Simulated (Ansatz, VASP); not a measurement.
# Two plane-wave programs on Rh

Contents of INCAR:

```
PREC     = Accurate       # precision mode
ENCUT    = 500            # plane-wave cutoff, eV
EDIFF    = 1E-6           # SCF threshold, eV
ISMEAR   = 1              # smearing method
SIGMA    = 0.05           # smearing width, eV
LREAL    = F              # projectors in reciprocal space
LASPH    = T              # aspherical terms in the spheres
NELM     = 120            # most SCF steps
ALGO     = Normal         # electronic algorithm
ISIF     = 2              # what is computed and relaxed
LWAVE    = F              # write WAVECAR
LCHARG   = F              # write CHGCAR
GGA      = PE             # functional
NBANDS   = 14             # bands
GGA_COMPAT= F
```

File KPOINTS:

```
Automatic mesh
0
Gamma
  13 13 13
```

The input POSCAR:

```
Rh
1.0
    0.0000000000      1.9289678258      1.9289678258
    1.9289678258      0.0000000000      1.9289678258
    1.9289678258      1.9289678258      0.0000000000
Rh
1
Direct
    0.0000000000      0.0000000000      0.0000000000
```

Input for Ansatz:

```yaml
crystal:
  lattice:
    - [0.0, 1.9289678257810698, 1.9289678257810698]
    - [1.9289678257810698, 0.0, 1.9289678257810698]
    - [1.9289678257810698, 1.9289678257810698, 0.0]
  atoms:
    - { symbol: Rh, position: [0.0, 0.0, 0.0] }
basis:
  ecutwfc: 550.0
kpoints:
  mp_grid:
    grid: [13, 13, 13]
hamiltonian:
  xc: pbe
scf:
  max_iter: 75
  occupations:
    method: cold
    width: 0.05
output:
  stress: true
```

Alike in both runs: task single point; functional PBE; k mesh 13 × 13 × 13; no spin polarisation.

```csv
,VASP,Ansatz
version,VASP 6.6.1,Ansatz 0.2.0
potentials or method,"VASP PAW PBE potentials, release 64 (Rh_pv), cutoff 500 eV","plane waves, PAW"
occupations,"methfessel-paxton of order 1, width 0.05 eV","cold, width 0.05 eV"
valence electrons in the cell,15,17
```

```csv
,VASP,Ansatz,Ansatz less VASP
pressure (GPa),-5.2,-5.4,-0.11
```

VASP's potentials hold 15 valence electrons a cell and Ansatz's 17, so a difference there can come from the potentials and not from the codes.
